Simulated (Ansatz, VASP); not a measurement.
## Two plane-wave programs on SiO

Contents of INCAR:

```
ALGO     = Normal         # electronic algorithm
EDIFF    = 1E-6           # SCF threshold, eV
ENCUT    = 520            # plane-wave cutoff, eV
GGA      = PE             # functional
ISIF     = 2              # what is computed and relaxed
ISMEAR   = 0              # smearing method
LASPH    = T              # aspherical terms in the spheres
LCHARG   = F              # write CHGCAR
LREAL    = F              # projectors in reciprocal space
LWAVE    = F              # write WAVECAR
NBANDS   = 12             # bands
NELM     = 80             # most SCF steps
PREC     = Accurate       # precision mode
SIGMA    = 0.1            # smearing width, eV
```

File KPOINTS:

```
k-points
0
Gamma
  6 6 6
```

File POSCAR:

```
SiO
1.0
    2.8402371000      0.0000000000      0.0000000000
    0.0000000000      2.8402371000      0.0000000000
    0.0000000000      0.0000000000      3.1528213100
Si O
1 1
Direct
    0.0000000000      0.0000000000      0.0000000000
    0.5000000000      0.5000000000      0.5000000000
```

Input for Ansatz:

```yaml
crystal:
  lattice:
    - [2.8402371, 0.0, 0.0]
    - [0.0, 2.8402371, 0.0]
    - [0.0, 0.0, 3.15282131]
  atoms:
    - { symbol: Si, position: [0.0, 0.0, 0.0] }
    - { symbol: O, position: [0.5, 0.5, 0.5] }
basis:
  ecutwfc: 420
kpoints:
  mp_grid: { grid: [6, 6, 6] }
hamiltonian:
  xc: pbe
scf:
  occupations: { method: gaussian, width: 0.1 }
  lower_state_search: "off"
output:
  forces: true
  stress: true
  eigenvalues: true
```

Change from the starting cell: species swapped into the TaRu type (P4/mmm, No. 123).

Alike in both runs: task single point; functional PBE; k mesh 6 × 6 × 6; occupations gaussian, width 0.1 eV; no spin polarisation.

|  | VASP | Ansatz |
| --- | --- | --- |
| version | VASP 6.6.1 | Ansatz 0.2.0 |
| potentials or method | VASP PAW PBE potentials, release 64 (Si, O), cutoff 520 eV | scalar-relativistic, plane waves, PAW |
| valence electrons in the cell | 10 | 10 |

```csv
,VASP,Ansatz,Ansatz less VASP
gap on the k mesh at the Fermi level (eV),none,none,-
pressure (GPa),-13.5,-13.5,+0.07
"traceless stress, the component that is largest in VASP (GPa)",-7.58,-7.58,0.000
```

A gap of «none» marks a metal or a gap that the smearing closes. The functional is the same, so the differences come from potentials, cutoffs and numerics.

The k mesh is coarse, so the values compare programs but aren't converged.
